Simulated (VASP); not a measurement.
**Hf5C3: relaxation of cell and atoms with PBE**

Hf5C3:

```
Hf C
1.0
     4.72202    0.00000    0.00000
    -2.36101    4.08939    0.00000
     0.00000    0.00000    6.77516
Hf C
5 3
Cartesian
  3.5089 0.7004 3.3876
  2.3610 2.6886 3.3876
  1.2131 0.7004 3.3876
  0.0000 0.0000 2.0336
  0.0000 0.0000 4.7415
  2.3610 1.3631 4.8296
  2.3610 1.3631 1.9456
  0.0000 2.7263 3.3876
```

The cell was built from a structure type or drawn by symmetry, and may not be a known phase.

| Quantity | Value |
| --- | --- |
| Program | VASP 6.6.1 |
| Task | relaxation of cell and atoms |
| Functional | PBE |
| Potentials or basis | VASP PAW PBE potentials, release 64 (Hf_pv, C) |
| Cutoff | 600 eV |
| k mesh | 4 × 4 × 3 |
| Occupations | gaussian, width 0.2 eV |
| Spin | no spin polarisation |
| Dipole correction | no |
| Further INCAR settings | ALGO = Normal; EDIFF = 1e-06; IBRION = 2; EDIFFG = -0.08; NSW = 36; ISIF = 3 |

| Quantity | Value |
| --- | --- |
| Relaxed volume | 24.42 Å³/atom |
| Relaxed cell | a = 5.413 Å, b = 5.413 Å, c = 7.700 Å, α = 90.00°, β = 90.00°, γ = 120.00° |
| Space group after relaxing (to 0.1 Å) | P-6m2 (No. 187) |
| Pressure after relaxing | 0.0 GPa |
| Largest force after relaxing | 0.040 eV/Å |
| Band gap on the k mesh | zero (bands 31 and 32 overlap by 0.42 eV) |

Forces on the atoms (eV/Å):
```
Hf  -0.004  0.002  0.000
Hf   0.000 -0.005  0.000
Hf   0.004  0.002  0.000
Hf   0.000  0.000  0.032
Hf   0.000  0.000 -0.032
C    0.000  0.000  0.040
C    0.000  0.000 -0.040
C    0.000  0.000  0.000
```

Stress tensor (GPa, compression positive):
```
-0.07  0.00  0.00
 0.00 -0.07  0.00
 0.00  0.00  0.02
```

Final structure:
```xyz
8
Lattice="5.4128 0.0000 0.0000 -2.7064 4.6877 0.0000 0.0000 0.0000 7.7003" Properties=species:S:1:pos:R:3 pbc="T T T"
Hf    4.0355    0.7952    3.8501
Hf    2.7064    3.0972    3.8501
Hf    1.3774    0.7952    3.8501
Hf    0.0000    0.0000    1.3135
Hf    0.0000    0.0000    6.3868
C     2.7064    1.5626    5.4453
C     2.7064    1.5626    2.2550
C     0.0000    3.1251    3.8501
```

Levels at points of the mesh, in eV from the Fermi level:
```csv
k point,band 27,band 28,band 29,band 30,band 31,band 32,band 33,band 34,band 35,band 36
"(0.00, 0.00, 0.00)",-1.22,-0.46,-0.46,-0.15,0.27,0.27,0.61,0.85,0.85,1.45
"(0.50, 0.00, 0.00)",-1.10,-1.03,-0.70,-0.22,-0.20,0.02,0.68,0.81,1.12,1.59
```

Wall time 25 min on 1 thread of AMD EPYC 7R43 64-Core Processor (Zen 3), with other jobs on the host, peak memory 0.28 GiB.

Caveat: the k points lie up to 0.34 Å⁻¹ apart in the final cell; the volume moved by over 15 % at a fixed basis, so the end points are rough; spin-orbit coupling is left out, which moves the levels of the heavy elements; the relaxation stopped at a loose force limit of 0.08 eV/Å, so its end isn't a converged minimum.
